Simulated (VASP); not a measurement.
# CuO in VASP: further runs

Runs on CuO. Level: PBE. Tasks: single point, relaxation of cell and atoms.

Everything below comes from runs of VASP 6.6.1. Logs are shortened: lines on timing, memory, paths and dates and some standing lists are left out, and cuts for length are marked.

## (1) The cell of the first run

It takes space group Pm-3m (No. 221, cubic). The conventional cell has a = 2.553 Å, b = 2.553 Å, c = 2.553 Å, α = 90.00°, β = 90.00°, γ = 90.00°. Cu (site symmetry m-3m) has 8 O at 2.21 Å and 6 Cu at 2.55 Å within 2.9 Å. Within 2.9 Å of O (site symmetry m-3m) lie 8 Cu at 2.21 Å and 6 O at 2.55 Å.

## (2) Single point, PBE

INCAR reads:

```
  ALGO = Normal
  EDIFF = 1E-6
  ENCUT = 520
  GGA = PE
  ISIF = 2
  ISMEAR = -1
  LASPH = True
  LCHARG = False
  LREAL = False
  LWAVE = False
  NBANDS = 16
  NELM = 100
  PREC = Accurate
  SIGMA = 0.03
```

KPOINTS reads:

```
k-points
0
Gamma
  6 6 6
```

POSCAR reads:

```
CuO
1.0
    2.5525506100      0.0000000000      0.0000000000
    0.0000000000      2.5525506100      0.0000000000
    0.0000000000      0.0000000000      2.5525506100
Cu O
1 1
Direct
    0.0000000000      0.0000000000      0.0000000000
    0.5000000000      0.5000000000      0.5000000000
```

Potentials or basis: VASP PAW PBE potentials, release 64 (Cu, O).

On the command line:

```bash
> cat potpaw_PBE.64/Cu/POTCAR potpaw_PBE.64/O/POTCAR > POTCAR
> mpirun -np 1 vasp_std > vasp.out
```

OUTCAR:

```text
EDIFF = 1E-6
   ENCUT = 520
   GGA = PE
   ISIF = 2
   ISMEAR = -1
   LASPH = True
   LREAL = False
   NELM = 100
   PREC = Accurate

 ion  position               nearest neighbor table
   1  0.000  0.000  0.000-   2 2.21   2 2.21   2 2.21   2 2.21   2 2.21   2 2.21   2 2.21   2 2.21

   2  0.500  0.500  0.500-   1 2.21   1 2.21   1 2.21   1 2.21   1 2.21   1 2.21   1 2.21   1 2.21

  LATTYP: Found a simple cubic cell.
 ALAT       =     2.5525506100

  Lattice vectors:

 A1 = (   2.5525506100,   0.0000000000,   0.0000000000)
 A2 = (   0.0000000000,   2.5525506100,   0.0000000000)
 A3 = (   0.0000000000,   0.0000000000,   2.5525506100)

Analysis of symmetry for initial positions (statically):
=====================================================================
 Subroutine PRICEL returns:
 Original cell was already a primitive cell.

 Routine SETGRP: Setting up the symmetry group for a
 simple cubic supercell.

 Subroutine GETGRP returns: Found 48 space group operations
 (whereof 48 operations were pure point group operations)
 out of a pool of 48 trial point group operations.

The static configuration has the point symmetry O_h .

Analysis of symmetry for dynamics (positions and initial velocities):
=====================================================================
 Subroutine PRICEL returns:
 Original cell was already a primitive cell.

 Routine SETGRP: Setting up the symmetry group for a
 simple cubic supercell.

 Subroutine GETGRP returns: Found 48 space group operations
 (whereof 48 operations were pure point group operations)
 out of a pool of 48 trial point group operations.

The dynamic configuration has the point symmetry O_h .

 Subroutine INISYM returns: Found 48 space group operations
 (whereof 48 operations are pure point group operations),
 and found     1 'primitive' translations

----------------------------------------------------------------------------------------

                                     Primitive cell

  volume of cell :      16.6312

  direct lattice vectors                    reciprocal lattice vectors
     2.552550610  0.000000000  0.000000000     0.391765004  0.000000000  0.000000000
     0.000000000  2.552550610  0.000000000     0.000000000  0.391765004  0.000000000
     0.000000000  0.000000000  2.552550610     0.000000000  0.000000000  0.391765004

  length of vectors
     2.552550610  2.552550610  2.552550610     0.391765004  0.391765004  0.391765004

  position of ions in fractional coordinates (direct lattice)
     0.000000000  0.000000000  0.000000000
     0.500000000  0.500000000  0.500000000

  ion indices of the primitive-cell ions
   primitive index   ion index
                 1           1
                 2           2

----------------------------------------------------------------------------------------

 KPOINTS: k-points

Automatic generation of k-mesh.
 Grid dimensions read from file:
 generate k-points for:    6    6    6

 Generating k-lattice:

  Cartesian coordinates                     Fractional coordinates (reciprocal lattice)
     0.065294167  0.000000000  0.000000000     0.166666667  0.000000000  0.000000000
     0.000000000  0.065294167  0.000000000     0.000000000  0.166666667  0.000000000
     0.000000000  0.000000000  0.065294167     0.000000000  0.000000000  0.166666667

  Length of vectors
     0.065294167  0.065294167  0.065294167

  Shift w.r.t. Gamma in fractional coordinates (k-lattice)
     0.000000000  0.000000000  0.000000000

 Subroutine IBZKPT returns following result:
 ===========================================

 Found     20 irreducible k-points:

 Following reciprocal coordinates:
            Coordinates               Weight
  0.000000  0.000000  0.000000      1.000000
  0.166667  0.000000  0.000000      6.000000
  0.333333  0.000000  0.000000      6.000000
  0.500000  0.000000  0.000000      3.000000
  0.166667  0.166667  0.000000     12.000000
  0.333333  0.166667  0.000000     24.000000
[... 12 lines left out ...]
  0.500000  0.500000  0.333333      6.000000
  0.500000  0.500000  0.500000      1.000000
   k-points           NKPTS =     20   k-points in BZ     NKDIM =     20   number of bands    NBANDS=     16
   number of dos      NEDOS =    301   number of ions     NIONS =      2
   total plane-waves  NPLWV =   8000
   dimension x,y,z NGX =    20 NGY =   20 NGZ =   20
   dimension x,y,z NGXF=    40 NGYF=   40 NGZF=   40
   ions per type =               1   1
   NGX,Y,Z   is equivalent  to a cutoff of  13.03, 13.03, 13.03 a.u.
   NGXF,Y,Z  is equivalent  to a cutoff of  26.05, 26.05, 26.05 a.u.
 SYSTEM =  unknown system
   PREC   = accura    normal or accurate (medium, high low for compatibility)
   ISTART =      0    job   : 0-new  1-cont  2-samecut
   ICHARG =      2    charge: 1-file 2-atom 10-const
   ISPIN  =      1    spin polarized calculation?
   LNONCOLLINEAR =      F non collinear calculations
   LSORBIT =      F    spin-orbit coupling
   LASPH  =      T    aspherical Exc in radial PAW
   ENCUT  =  520.0 eV  38.22 Ry    6.18 a.u.   4.75  4.75  4.75*2*pi/ulx,y,z
   NELM   =    100;   NELMIN=  2; NELMDL= -5     # of ELM steps
   EDIFF  = 0.1E-05   stopping-criterion for ELM
   LREAL  =      F    real-space projection
   EDIFFG = 0.1E-04   stopping-criterion for IOM
   NSW    =      0    number of steps for IOM
   IBRION =     -1    ionic relax: 0-MD 1-quasi-New 2-CG
   NFREE  =      0    steps in history (QN), initial steepest desc. (CG)
   ISIF   =      2    stress and relaxation
   ISYM   =      2    0-nonsym 1-usesym 2-fastsym
   POTIM  = 0.5000    time-step for ionic-motion
   TEBEG  =    0.0;   TEEND  =   0.0 temperature during run
   PSTRESS=    0.0 pullay stress
   NELECT =      17.0000    total number of electrons
   NUPDOWN=      -1.0000    fix difference up-down
   EMIN   =  10.00;   EMAX   =-10.00  energy-range for DOS
   EFERMI =   0.00;   METHOD = LEGACY
   ISMEAR =    -1;   SIGMA  =   0.03  broadening in eV -4-tet -1-fermi 0-gaus
   EFERMI_NEDOS =   21; number of points for ismear=-14 and -15
   IALGO  =     38    algorithm
   IMIX   =      4    mixing-type and parameters
     AMIX     =   0.40;   BMIX     =  1.00
     AMIX_MAG =   1.60;   BMIX_MAG =  1.00
  volume/ion in A,a.u.               =       8.32        56.12
  Fermi-wavevector in a.u.,A,eV,Ry     =   1.649112  3.116370 37.001994  2.719570
  Thomas-Fermi vector in A             =   2.738287
   LORBIT       =      0    0 simple, 1 ext, 2 COOP (PROOUT), +10 PAW based schemes
   GGA     = PE    functional components
   LHFCALC =     F    Hartree Fock is set to
   AEXX    =    0.0000 exact exchange contribution
   IVDW    =     0    specifies the selected vdW correction
   LEPSILON=     F    determine dielectric tensor
   LRPA    =     F    only Hartree local field effects (RPA)
 non-spin polarized calculation
  energy-cutoff  :      520.00
  volume of cell :       16.63
 maximum number of plane-waves:       468
 NGX is ok and might be reduce to    20
   NGX =  9   NGY =  9   NGZ =  9

 number of electron      16.9999977 magnetization

 Free energy of the ion-electron system (eV)
  ---------------------------------------------------
  ext. energy  EPLUGINS =         0.00000000
  ---------------------------------------------------
  free energy    TOTEN  =        -8.49936874 eV

  energy without entropy =       -8.48314940  energy(sigma->0) =       -8.49125907

 E-fermi :   7.7221     XC(G=0): -13.3478

 val. band max:        7.7136993362   @ k =   0.3333   0.1667   0.0000
 cond. band min:       7.7840161525   @ k =   0.3333   0.0000   0.0000
 fundamental gap:      0.0703168163
 Fermi energy:         7.7221131069

 k-point     1 :       0.0000    0.0000    0.0000
  band No.  band energies     occupation
      1     -12.4566      2.00000
      2       4.0536      2.00000
      3       4.0536      2.00000
      4       5.5693      2.00000
      5       5.5693      2.00000
      6       5.5693      2.00000
[... 8 lines left out ...]
     15      28.6904      0.00000
     16      41.6853      0.00000

 k-point     2 :       0.1667    0.0000    0.0000
  band No.  band energies     occupation
      1     -12.1445      2.00000
      2       2.8056      2.00000
      3       4.1306      2.00000
      4       4.8117      2.00000
      5       4.8117      2.00000
      6       5.2507      2.00000
[... 8 lines left out ...]
     15      30.5498      0.00000
     16      36.7795      0.00000

 k-point     3 :       0.3333    0.0000    0.0000
  band No.  band energies     occupation
      1     -11.4204      2.00000
      2       0.2836      2.00000
      3       4.1649      2.00000
      4       4.1649      2.00000
      5       4.2879      2.00000
      6       6.0337      2.00000
[... 8 lines left out ...]
     15      32.4482      0.00000
     16      35.0633      0.00000

 k-point     4 :       0.5000    0.0000    0.0000
  band No.  band energies     occupation
      1     -10.9857      2.00000
      2      -0.8540      2.00000
      3       3.9316      2.00000
      4       3.9316      2.00000
      5       4.3683      2.00000
      6       6.0742      2.00000
[... 8 lines left out ...]
     15      30.6023      0.00000
     16      38.7533      0.00000
[... 248 lines left out ...]
 k-point    18 :       0.5000    0.3333    0.3333
  band No.  band energies     occupation
      1      -9.6478      2.00000
      2       1.1510      2.00000
      3       1.7020      2.00000
      4       2.4287      2.00000
      5       5.7711      2.00000
      6       6.0105      2.00000
[... 8 lines left out ...]
     15      29.8966      0.00000
     16      31.7264      0.00000

 k-point    19 :       0.5000    0.5000    0.3333
  band No.  band energies     occupation
      1      -9.3621      2.00000
      2       1.2071      2.00000
      3       1.2071      2.00000
      4       1.9444      2.00000
      5       5.9469      2.00000
      6       6.5266      2.00000
[... 8 lines left out ...]
     15      31.1296      0.00000
     16      31.1296      0.00000

 k-point    20 :       0.5000    0.5000    0.5000
  band No.  band energies     occupation
      1      -9.0514      2.00000
      2       1.0716      2.00000
      3       1.0716      2.00000
      4       1.0716      2.00000
      5       6.5348      2.00000
      6       6.5348      2.00000
[... 8 lines left out ...]
     15      31.0276      0.00000
     16      31.0276      0.00000

------------------------ aborting loop because EDIFF is reached ----------------------------------------

  FORCE on cell =-STRESS in cart. coord.  units (eV):
  Direction    XX          YY          ZZ          XY          YZ          ZX
  --------------------------------------------------------------------------------------
  -------------------------------------------------------------------------------------
  Total        2.2092512      2.2092512      2.2092512      0.0000000      0.0000000      0.0000000
  in kB      212.8298829    212.8298829    212.8298829      0.0000000      0.0000000      0.0000000
  external PRESSURE =     212.8298829 kB  Pullay stress =       0.0000000 kB

 VOLUME and BASIS-vectors are now :
 -----------------------------------------------------------------------------
  energy-cutoff  :      520.00
  volume of cell :       16.63
      direct lattice vectors                 reciprocal lattice vectors
     2.552550610  0.000000000  0.000000000     0.391765004  0.000000000  0.000000000
     0.000000000  2.552550610  0.000000000     0.000000000  0.391765004  0.000000000
     0.000000000  0.000000000  2.552550610     0.000000000  0.000000000  0.391765004

 POSITION                                       TOTAL-FORCE (eV/Angst)
 -----------------------------------------------------------------------------------
      0.00000      0.00000      0.00000         0.000000      0.000000      0.000000
      1.27628      1.27628      1.27628         0.000000      0.000000      0.000000
 -----------------------------------------------------------------------------------
    total drift:                               -0.000000      0.000000      0.000000

  FREE ENERGIE OF THE ION-ELECTRON SYSTEM (eV)
  ---------------------------------------------------
  free  energy   TOTEN  =        -8.4993687364 eV

  energy  without entropy=       -8.4831493975  energy(sigma->0) =       -8.49125907
```

Run time: 5.3 s. Hardware: 1 thread of AMD EPYC 7R43 (Zen 3), shared host; peak memory 0.08 GiB.

Results:

```
Free energy : -8.4994 eV
Pressure    : 21.3 GPa
```

Levels at points of the mesh, in eV from the Fermi level:
| k point | band 6 | band 7 | band 8 | band 9 | band 10 | band 11 | band 12 | band 13 |
| --- | --- | --- | --- | --- | --- | --- | --- | --- |
| (0.00, 0.00, 0.00) | -2.15 | -1.72 | -1.72 | -1.72 | 1.25 | 16.16 | 16.16 | 20.97 |
| (0.50, 0.00, 0.00) | -1.65 | -1.20 | 0.44 | 0.44 | 6.94 | 8.67 | 17.75 | 18.46 |
| (0.50, 0.50, 0.00) | -2.24 | -2.24 | -1.22 | -1.10 | 5.58 | 12.07 | 12.07 | 17.95 |
| (0.50, 0.50, 0.50) | -1.19 | 0.37 | 0.37 | 0.37 | 7.09 | 7.09 | 7.09 | 14.37 |

Caveat: the k points lie up to 0.41 Å⁻¹ apart; an odd number of electrons without spin polarisation forces a metal; a magnetic or distorted state may lie lower; semilocal functionals often make such compounds metallic where correlation or magnetic order opens a gap, which also shifts bond lengths. With open d or f shells a metallic result of PBE can be an artefact of self-interaction; +U or a hybrid may open a gap.

## (3) Single point, PBE

This run uses another cell than the first one, of 8.65 Å³/atom, 1.040 times its volume.

INCAR reads:

```
SYSTEM = CuO
PREC = Accurate
ENCUT = 520
EDIFF = 1E-6
ISMEAR = -1
SIGMA = 0.05
LREAL = .FALSE.
LASPH = .TRUE.
NELM = 80
ALGO = Normal
ISIF = 2
LWAVE = .FALSE.
LCHARG = .TRUE.
GGA = PE
LELF = .TRUE.
LVHAR = .TRUE.
NBANDS = 16
```

KPOINTS reads:

```
regular mesh
0
G
  9 9 8
  0 0 0
```

POSCAR: that of step 2 with these lines changed.

```diff
@@ -4,3 +4,3 @@
     0.0000000000      2.5525506100      0.0000000000
-    0.0000000000      0.0000000000      2.5525506100
+    0.0000000000      0.0000000000      2.6546526344
 Cu O
```

Potentials or basis: VASP PAW PBE potentials, release 64 (Cu, O).

On the command line:

```bash
> cat potpaw_PBE.64/Cu/POTCAR potpaw_PBE.64/O/POTCAR > POTCAR
> mpirun -np 1 vasp_std > vasp.out
```

It took 11 s on 1 thread of Intel Xeon Platinum 8488C (Sapphire Rapids), shared host; peak memory 0.13 GiB.

Results (log left out):

```yaml
Free_energy: -8.5689 eV
Pressure: 11.6 GPa
```

Stress tensor (GPa, compression positive):
```
15.39  0.00  0.00
 0.00 15.39  0.00
 0.00  0.00  3.94
```

Levels at points of the mesh, in eV from the Fermi level:
```csv
k point,band 5,band 6,band 7,band 8,band 9,band 10,band 11,band 12,band 13,band 14
"(0.00, 0.00, 0.00)",-1.79,-1.79,-1.68,-1.68,-1.62,1.02,15.58,16.43,19.61,20.83
"(0.00, 0.00, 0.50)",-3.29,-1.57,-1.33,0.47,0.47,7.02,8.10,17.95,18.41,18.41
```

Caveat: an odd number of electrons without spin polarisation forces a metal; a magnetic or distorted state may lie lower; semilocal functionals often make such compounds metallic where correlation or magnetic order opens a gap, which also shifts bond lengths. With open d or f shells a metallic result of PBE can be an artefact of self-interaction; +U or a hybrid may open a gap.

(Part 1 of 2 ends here.)
